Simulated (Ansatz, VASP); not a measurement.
## InAgTe2 in VASP and in Ansatz

File INCAR:

```
SYSTEM = InAgTe2
ALGO = Normal
EDIFF = 1E-6
ENCUT = 500
GGA = PE
GGA_COMPAT = .FALSE.
ISIF = 2
ISMEAR = -1
LASPH = .TRUE.
LCHARG = .FALSE.
LREAL = .FALSE.
LWAVE = .FALSE.
NBANDS = 46
NELM = 120
PREC = Accurate
SIGMA = 0.02
```

KPOINTS

```
k-points
0
G
  4 4 4
  0 0 0
```

POSCAR

```
InAgTe2
1.0
   -3.2178448844      3.2178448844      6.3664873868
    3.2178448844     -3.2178448844      6.3664873868
    3.2178448844      3.2178448844     -6.3664873868
In Ag Te
2 2 4
Direct
    0.5000000000      0.5000000000      0.0000000000
    0.2500000000      0.7500000000      0.5000000000
    0.0000000000      0.0000000000      0.0000000000
    0.7500000000      0.2500000000      0.5000000000
    0.3750000000      0.3694875870      0.4944875870
    0.6305124130      0.1250000000      1.0055124130
    0.8750000000      0.8805124130      0.5055124130
    0.1194875870      0.6250000000     -0.0055124130
```

Input for Ansatz:

```yaml
crystal:
  lattice:
    - [-3.2178448844, 3.2178448844, 6.3664873868]
    - [3.2178448844, -3.2178448844, 6.3664873868]
    - [3.2178448844, 3.2178448844, -6.3664873868]
  atoms:
    - { symbol: In, position: [0.5, 0.5, 0.0] }
    - { symbol: In, position: [0.25, 0.75, 0.5] }
    - { symbol: Ag, position: [0.0, 0.0, 0.0] }
    - { symbol: Ag, position: [0.75, 0.25, 0.5] }
    - { symbol: Te, position: [0.375, 0.369487587, 0.494487587] }
    - { symbol: Te, position: [0.630512413, 0.125, 1.005512413] }
    - { symbol: Te, position: [0.875, 0.880512413, 0.505512413] }
    - { symbol: Te, position: [0.119487587, 0.625, -0.005512413] }
kpoints:
  mp_grid: { grid: [4, 4, 4] }
hamiltonian:
  xc: pbe
scf:
  occupations: { method: fermi_dirac, width: 0.02 }
  n_extra_bands: 6
output:
  forces: true
  stress: true
  eigenvalues: true
```

Alike in both runs: task single point; functional PBE; k mesh 4 × 4 × 4; occupations fermi-dirac, width 0.02 eV; no spin polarisation.

```csv
,VASP,Ansatz
version,VASP 6.6.1,Ansatz 0.2.0
potentials or method,"VASP PAW PBE potentials, release 64 (In_d, Ag, Te)","plane waves, PAW"
plane-wave cutoff (eV),500,420
valence electrons in the cell,72,128
```

```tsv
	VASP	Ansatz	Ansatz less VASP
pressure (GPa)	2.6	2.7	+0.03
rms of the force components (eV/Å)	0.037	0.033	-0.0036
```

Atom by atom the forces differ by 0.004 eV/Å (rms over components). The functional is the same, so the differences come from potentials, cutoffs and numerics. VASP's potentials hold 72 valence electrons a cell and Ansatz's 128, so a difference there can come from the potentials and not from the codes.

Spin-orbit coupling is off throughout.
